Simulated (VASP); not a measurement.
A run of VASP 6.6.1 is set up as follows.

The input INCAR:

```
SYSTEM = PbF2
  PREC = Accurate
  ENCUT = 520
  EDIFF = 1E-6
  ISMEAR = 0
  SIGMA = 0.05
  LREAL = .FALSE.
  LASPH = .TRUE.
  NELM = 100
  ALGO = Normal
  ISIF = 2
  LWAVE = .FALSE.
  LCHARG = .FALSE.
  GGA = PS
  NBANDS = 21
```

Contents of KPOINTS:

```
Automatic mesh
0
G
  8 8 8
  0 0 0
```

Contents of POSCAR:

```
PbF2
1.0
    0.0371231250      2.9698500000      2.9698500000
    3.0069731250      0.0000000000      3.0069731250
    2.9698500000      2.9698500000      0.0371231250
Pb F
1 2
Direct
    0.0000000000      0.0000000000      0.0000000000
    0.2500000000      0.2500000000      0.2500000000
    0.7500000000      0.7500000000      0.7500000000
```

Potentials or basis: VASP PAW PBE potentials, release 64 (Pb_d, F).

Run with:

```sh
$ cat potpaw_PBE.64/Pb_d/POTCAR potpaw_PBE.64/F/POTCAR > POTCAR
$ mpirun -np 1 vasp_std > vasp.out
```

Question: What does it give for the band gap on the k mesh?

Answer: 4.30 eV (least direct gap 4.45 eV).

Question: Predict the pressure.

Answer: -1.7 GPa.

Question: What does it give for the largest force?

Answer: 0.057 eV/Å.

Forces in eV/Å, atoms in the order of the input:
```
Pb   0.000  0.000  0.000
F    0.000 -0.057  0.000
F    0.000  0.057  0.000
```

Caveat: the cell differs from its parent crystal (strain +0.0250 x Voigt [0, 0, 0, 0, 1, 0]); the PAW data sets were made with another functional, which shifts forces and pressure a little; spin-orbit coupling is left out, which moves the levels of the heavy elements. A k mesh can miss the band edges.
